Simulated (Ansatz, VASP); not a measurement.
## One calculation of La2Y2O, two programs

```
La Y O
1.0
     3.58910    0.00000    0.00000
    -1.79455    3.10825    0.00000
     0.00000    0.00000   12.08517
La Y O
2 2 1
Direct
  0.33333 0.66667 0.62917
  0.66667 0.33333 0.37083
  0.33333 0.66667 0.10930
  0.66667 0.33333 0.89070
  0.00000 0.00000 0.00000
```

Alike in both runs: functional PBE; k mesh 12 × 12 × 4; occupations gaussian, width 0.1 eV; no spin polarisation.

Ansatz relaxed the structure, and its values are those at the end. VASP's run is a single point on that final structure, the one shown.

```csv
,VASP,Ansatz
version,VASP 6.6.1,Ansatz 0.2.0
potentials or method,"VASP PAW PBE potentials, release 64 (La, Y_sv, O), cutoff 520 eV","scalar-relativistic, plane waves, PAW"
valence electrons in the cell,50,50
```

|  | VASP | Ansatz | Ansatz less VASP |
| --- | --- | --- | --- |
| gap on the k mesh at the Fermi level (eV) | none | none | - |
| pressure (GPa) | 0.0 | 0.0 | -0.01 |
| rms of the force components (eV/Å) | 0.004 | 0.001 | -0.0024 |

A gap of «none» marks a metal or a gap that the smearing closes.

Neither program's run includes spin-orbit coupling.
